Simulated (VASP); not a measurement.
Crystal: BN.

```xyz
8
Lattice="3.6096 0.0000 0.0000 0.0000 -3.6096 0.0000 0.0000 0.0000 -3.6096" Properties=species:S:1:pos:R:3 pbc="T T T"
B     0.0000    0.0000    0.0000
B     1.8048   -1.8048    0.0000
B     1.8048    0.0000   -1.8048
B     0.0000   -1.8048   -1.8048
N     2.7072   -2.7072   -2.7072
N     0.9024   -0.9024   -2.7072
N     0.9024   -2.7072   -0.9024
N     2.7072   -0.9024   -0.9024
```

Base run:

- Program: VASP 6.6.1
- Functional: r2SCAN
- Potentials or basis: VASP PAW PBE potentials, release 64 (B_h, N_h)
- Cutoff: 910 eV
- k mesh: 6 × 6 × 6
- Occupations: gaussian, width 0.05 eV
- Spin: no spin polarisation

Its results: band gap on the k mesh 5.00 eV; pressure -0.6 GPa.

Q: The run is repeated on the same cell with these changes: potentials or basis from VASP PAW PBE potentials, release 64 (B_h, N_h) to VASP PAW PBE potentials, release 64 (B, N); cutoff from 910 eV to 520 eV; further incar settings from ALGO = Normal; EDIFF = 1e-06; NBANDS = 26 to ALGO = Normal; EDIFF = 1e-07; NBANDS = 26. What comes out?

A: Band gap on the k mesh 4.98 eV; pressure 1.1 GPa.

Caveats: the PAW data sets were made with another functional, which shifts forces and pressure a little; the cutoff is under 1.25 times the usual one of these potentials, so pressure, stress and relaxed cells hold a basis-set (Pulay) error (some runs).

A k mesh can miss the band edges.
